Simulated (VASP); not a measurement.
# ZnO (P6_3mc) in VASP: single point with PBE

Aim: the single point of ZnO with PBE.

Program: VASP 6.6.1. These are calculated values, not measurements. Logs are shortened: lines on timing, memory, paths and dates and some standing lists are left out, and cuts for length are marked.

## 1. The cell of the first run

The structure is hexagonal, space group P6_3mc (No. 186). The conventional cell has a = 3.249 Å, b = 3.249 Å, c = 5.206 Å, α = 90.00°, β = 90.00°, γ = 120.00°. Within 2.6 Å of Zn (site symmetry 3m) lie 4 O at 1.97 to 1.98 Å. Within 2.6 Å of O (site symmetry 3m) lie 4 Zn at 1.97 to 1.98 Å.

## 2. Single point, PBE

Contents of INCAR:

```
ALGO = Normal ; EDIFF = 1E-6
ENCUT = 1340 ; GGA = PE
GGA_COMPAT = False ; ISIF = 2
ISMEAR = 0 ; LASPH = True
LCHARG = True ; LELF = True
LREAL = False ; LVHAR = True
LWAVE = False ; NBANDS = 26
NELM = 120 ; PREC = Accurate
SIGMA = 0.05
```

Contents of KPOINTS:

```
k-points
0
Gamma
  12 12 6
```

Contents of POSCAR:

```
ZnO
1.0
    3.2493080000      0.0000000000      0.0000000000
   -1.6246540000      2.8139832727      0.0000000000
    0.0000000000      0.0000000000      5.2057090000
Zn O
2 2
Direct
    0.3333333333      0.6666666667      0.5000000000
    0.6666666667      0.3333333333      0.0000000000
    0.6666666667      0.3333333333      0.3790100000
    0.3333333333      0.6666666667      0.8790100000
```

Potentials or basis: VASP PAW PBE potentials, release 64 (Zn, O_h).

Launch:

```
cat potpaw_PBE.64/Zn/POTCAR potpaw_PBE.64/O_h/POTCAR > POTCAR
mpirun -np 1 vasp_std > vasp.out
```

OUTCAR:

```text
EDIFF = 1E-6
   ENCUT = 1340
   GGA = PE
   ISIF = 2
   ISMEAR = 0
   LASPH = True
   LREAL = False
   NELM = 120
   PREC = Accurate

 ion  position               nearest neighbor table
   1  0.333  0.667  0.500-   4 1.97   3 1.98   3 1.98   3 1.98
   2  0.667  0.333  0.000-   3 1.97   4 1.98   4 1.98   4 1.98
   3  0.667  0.333  0.379-   2 1.97   1 1.98   1 1.98   1 1.98
   4  0.333  0.667  0.879-   1 1.97   2 1.98   2 1.98   2 1.98

  LATTYP: Found a hexagonal cell.
 ALAT       =     3.2493080000
 C/A-ratio  =     1.6020977390

  Lattice vectors:

 A1 = (   3.2493080000,   0.0000000000,   0.0000000000)
 A2 = (  -1.6246540000,   2.8139832727,   0.0000000000)
 A3 = (   0.0000000000,   0.0000000000,   5.2057090000)

Analysis of symmetry for initial positions (statically):
=====================================================================
 Subroutine PRICEL returns:
 Original cell was already a primitive cell.

 Routine SETGRP: Setting up the symmetry group for a
 hexagonal supercell.

 Subroutine GETGRP returns: Found 12 space group operations
 (whereof  6 operations were pure point group operations)
 out of a pool of 24 trial point group operations.

The static configuration has the point symmetry C_3v.
 The point group associated with its full space group is C_6v.

Analysis of symmetry for dynamics (positions and initial velocities):
=====================================================================
 Subroutine PRICEL returns:
 Original cell was already a primitive cell.

 Routine SETGRP: Setting up the symmetry group for a
 hexagonal supercell.

 Subroutine GETGRP returns: Found 12 space group operations
 (whereof  6 operations were pure point group operations)
 out of a pool of 24 trial point group operations.

The dynamic configuration has the point symmetry C_3v.
 The point group associated with its full space group is C_6v.

 Subroutine INISYM returns: Found 12 space group operations
 (whereof  6 operations are pure point group operations),
 and found     1 'primitive' translations

----------------------------------------------------------------------------------------

                                     Primitive cell

  volume of cell :      47.5984

  direct lattice vectors                    reciprocal lattice vectors
     3.249308000  0.000000000  0.000000000     0.307757836  0.177684070  0.000000000
    -1.624654000  2.813983273  0.000000000     0.000000000  0.355368139  0.000000000
     0.000000000  0.000000000  5.205709000     0.000000000  0.000000000  0.192096792

  length of vectors
     3.249308000  3.249308000  5.205709000     0.355368139  0.355368139  0.192096792

  position of ions in fractional coordinates (direct lattice)
     0.333333333  0.666666667  0.500000000
     0.666666667  0.333333333  0.000000000
     0.666666667  0.333333333  0.379010000
     0.333333333  0.666666667  0.879010000

  ion indices of the primitive-cell ions
   primitive index   ion index
                 1           1
                 2           2
                 3           3
                 4           4

----------------------------------------------------------------------------------------

 KPOINTS: k-points

Automatic generation of k-mesh.
 Grid dimensions read from file:
 generate k-points for:   12   12    6

 Generating k-lattice:

  Cartesian coordinates                     Fractional coordinates (reciprocal lattice)
     0.025646486  0.014807006  0.000000000     0.083333333  0.000000000  0.000000000
     0.000000000  0.029614012  0.000000000     0.000000000  0.083333333  0.000000000
     0.000000000  0.000000000  0.032016132     0.000000000  0.000000000  0.166666667

  Length of vectors
     0.029614012  0.029614012  0.032016132

  Shift w.r.t. Gamma in fractional coordinates (k-lattice)
     0.000000000  0.000000000  0.000000000

 Subroutine IBZKPT returns following result:
 ===========================================

 Found     76 irreducible k-points:

 Following reciprocal coordinates:
            Coordinates               Weight
  0.000000  0.000000  0.000000      1.000000
  0.083333  0.000000  0.000000      6.000000
  0.166667  0.000000  0.000000      6.000000
  0.250000  0.000000  0.000000      6.000000
  0.333333 -0.000000  0.000000      6.000000
  0.416667  0.000000  0.000000      6.000000
[... 16 lines left out ...]
  0.250000  0.000000  0.166667     12.000000
  0.333333 -0.000000  0.166667     12.000000
 [... further k-points ...]
   k-points           NKPTS =     76   k-points in BZ     NKDIM =     76   number of bands    NBANDS=     26
   number of dos      NEDOS =    301   number of ions     NIONS =      4
   total plane-waves  NPLWV = 102400
   dimension x,y,z NGX =    40 NGY =   40 NGZ =   64
   dimension x,y,z NGXF=    80 NGYF=   80 NGZF=  128
   ions per type =               2   2
   NGX,Y,Z   is equivalent  to a cutoff of  20.47, 20.47, 20.44 a.u.
   NGXF,Y,Z  is equivalent  to a cutoff of  40.93, 40.93, 40.88 a.u.
 SYSTEM =  unknown system
   PREC   = accura    normal or accurate (medium, high low for compatibility)
   ISTART =      0    job   : 0-new  1-cont  2-samecut
   ICHARG =      2    charge: 1-file 2-atom 10-const
   ISPIN  =      1    spin polarized calculation?
   LNONCOLLINEAR =      F non collinear calculations
   LSORBIT =      F    spin-orbit coupling
   LASPH  =      T    aspherical Exc in radial PAW
   ENCUT  = 1340.0 eV  98.49 Ry    9.92 a.u.   9.70  9.70 15.54*2*pi/ulx,y,z
   NELM   =    120;   NELMIN=  2; NELMDL= -5     # of ELM steps
   EDIFF  = 0.1E-05   stopping-criterion for ELM
   LREAL  =      F    real-space projection
   EDIFFG = 0.1E-04   stopping-criterion for IOM
   NSW    =      0    number of steps for IOM
   IBRION =     -1    ionic relax: 0-MD 1-quasi-New 2-CG
   NFREE  =      0    steps in history (QN), initial steepest desc. (CG)
   ISIF   =      2    stress and relaxation
   ISYM   =      2    0-nonsym 1-usesym 2-fastsym
   POTIM  = 0.5000    time-step for ionic-motion
   TEBEG  =    0.0;   TEEND  =   0.0 temperature during run
   PSTRESS=    0.0 pullay stress
   NELECT =      36.0000    total number of electrons
   NUPDOWN=      -1.0000    fix difference up-down
   EMIN   =  10.00;   EMAX   =-10.00  energy-range for DOS
   EFERMI =   0.00;   METHOD = LEGACY
   ISMEAR =     0;   SIGMA  =   0.05  broadening in eV -4-tet -1-fermi 0-gaus
   EFERMI_NEDOS =   21; number of points for ismear=-14 and -15
   IALGO  =     38    algorithm
   IMIX   =      4    mixing-type and parameters
     AMIX     =   0.40;   BMIX     =  1.00
     AMIX_MAG =   1.60;   BMIX_MAG =  1.00
  volume/ion in A,a.u.               =      11.90        80.30
  Fermi-wavevector in a.u.,A,eV,Ry     =   1.491574  2.818667 30.270160  2.224794
  Thomas-Fermi vector in A             =   2.604212
   LORBIT       =      0    0 simple, 1 ext, 2 COOP (PROOUT), +10 PAW based schemes
   GGA     = PE    functional components
   LHFCALC =     F    Hartree Fock is set to
   AEXX    =    0.0000 exact exchange contribution
   IVDW    =     0    specifies the selected vdW correction
   LEPSILON=     F    determine dielectric tensor
   LRPA    =     F    only Hartree local field effects (RPA)
 non-spin polarized calculation
 Gauss-broadening in eV      SIGMA  =   0.05
  energy-cutoff  :     1340.00
  volume of cell :       47.60
 maximum number of plane-waves:      5336
 NGX is ok and might be reduce to    40
   NGX = 19   NGY = 19   NGZ = 31

 number of electron      36.0000001 magnetization

 Free energy of the ion-electron system (eV)
  ---------------------------------------------------
  ext. energy  EPLUGINS =         0.00000000
  ---------------------------------------------------
  free energy    TOTEN  =       -17.83738984 eV

  energy without entropy =      -17.83738984  energy(sigma->0) =      -17.83738984

 E-fermi :   1.7306     XC(G=0): -10.9145

 val. band max:        1.5211075641   @ k =   0.0000   0.0000   0.0000
 cond. band min:       2.3136366561   @ k =   0.0000   0.0000   0.0000
 fundamental gap:      0.7925290920
 Fermi energy:         1.7306209375

 k-point     1 :       0.0000    0.0000    0.0000
  band No.  band energies     occupation
      1     -16.5648      2.00000
      2     -15.8337      2.00000
      3      -4.1655      2.00000
      4      -4.1655      2.00000
      5      -4.1260      2.00000
      6      -4.1044      2.00000
[... 18 lines left out ...]
     25      15.6520      0.00000
     26      15.6520      0.00000

 k-point     2 :       0.0833    0.0000    0.0000
  band No.  band energies     occupation
      1     -16.5266      2.00000
      2     -15.8170      2.00000
      3      -4.2127      2.00000
      4      -4.1433      2.00000
      5      -4.0997      2.00000
      6      -4.0521      2.00000
[... 18 lines left out ...]
     25      15.7450      0.00000
     26      15.7567      0.00000

 k-point     3 :       0.1667    0.0000    0.0000
  band No.  band energies     occupation
      1     -16.4191      2.00000
      2     -15.7727      2.00000
      3      -4.3179      2.00000
      4      -4.0852      2.00000
      5      -4.0619      2.00000
      6      -3.9905      2.00000
[... 18 lines left out ...]
     25      15.6474      0.00000
     26      15.8416      0.00000

 k-point     4 :       0.2500    0.0000    0.0000
  band No.  band energies     occupation
      1     -16.2631      2.00000
      2     -15.7170      2.00000
      3      -4.4238      2.00000
      4      -4.0794      2.00000
      5      -4.0140      2.00000
      6      -3.8987      2.00000
[... 18 lines left out ...]
     25      14.8573      0.00000
     26      15.7014      0.00000
[... 496 lines left out ...]
      1     -16.3771      2.00000
      2     -15.8172      2.00000
      3      -4.3517      2.00000
      4      -4.1719      2.00000
      5      -4.0754      2.00000
      6      -4.0318      2.00000
[... 18 lines left out ...]
     25      14.8160      0.00000
     26      15.6265      0.00000

 k-point    23 :       0.2500    0.0000    0.1667
  band No.  band energies     occupation
      1     -16.2267      2.00000
      2     -15.7536      2.00000
      3      -4.4564      2.00000
      4      -4.1866      2.00000
      5      -3.9996      2.00000
      6      -3.9232      2.00000
[... 18 lines left out ...]
     25      14.8566      0.00000
     26      15.5674      0.00000

 k-point    24 :       0.3333   -0.0000    0.1667
  band No.  band energies     occupation
      1     -16.0621      2.00000
      2     -15.6988      2.00000
      3      -4.5083      2.00000
      4      -4.2210      2.00000
      5      -3.9357      2.00000
      6      -3.7920      2.00000
[... 18 lines left out ...]
     25      14.9309      0.00000
     26      15.5214      0.00000

 [... further k-points ...]

------------------------ aborting loop because EDIFF is reached ----------------------------------------

  FORCE on cell =-STRESS in cart. coord.  units (eV):
  Direction    XX          YY          ZZ          XY          YZ          ZX
  --------------------------------------------------------------------------------------
  -------------------------------------------------------------------------------------
  Total        1.5564156      1.5564156      2.0818747      0.0000000      0.0000000      0.0000000
  in kB       52.3894541     52.3894541     70.0765794      0.0000000      0.0000000      0.0000000
  external PRESSURE =      58.2851625 kB  Pullay stress =       0.0000000 kB

 VOLUME and BASIS-vectors are now :
 -----------------------------------------------------------------------------
  energy-cutoff  :     1340.00
  volume of cell :       47.60
      direct lattice vectors                 reciprocal lattice vectors
     3.249308000  0.000000000  0.000000000     0.307757836  0.177684070  0.000000000
    -1.624654000  2.813983273  0.000000000     0.000000000  0.355368139  0.000000000
     0.000000000  0.000000000  5.205709000     0.000000000  0.000000000  0.192096792

 POSITION                                       TOTAL-FORCE (eV/Angst)
 -----------------------------------------------------------------------------------
     -0.00000      1.87599      2.60285        -0.000000      0.000000     -0.073441
      1.62465      0.93799      0.00000         0.000000      0.000000     -0.073441
      1.62465      0.93799      1.97302         0.000000     -0.000000      0.073441
     -0.00000      1.87599      4.57587        -0.000000      0.000000      0.073441
 -----------------------------------------------------------------------------------
    total drift:                                0.000000     -0.000000     -0.000112

  FREE ENERGIE OF THE ION-ELECTRON SYSTEM (eV)
  ---------------------------------------------------
  free  energy   TOTEN  =       -17.8373898375 eV

  energy  without entropy=      -17.8373898375  energy(sigma->0) =      -17.83738984
```

Wall time 5.5 min (1 thread of Intel Xeon Platinum 8259CL at 2.50GHz (Skylake/Cascade Lake), shared host); peak memory 0.52 GiB.

Results:

- Free energy: -17.8374 eV
- Pressure: 5.8 GPa
- Largest force: 0.073 eV/Å
- Band gap on the k mesh: 0.79 eV

Forces in eV/Å, atoms in the order of the input:
```
Zn   0.000  0.000 -0.073
Zn   0.000  0.000 -0.073
O    0.000  0.000  0.073
O    0.000  0.000  0.073
```

Caveat: the cell stands under pressure; semilocal functionals underestimate gaps, and a narrow one can read as zero. As with any semilocal functional, this PBE gap is likely too small.
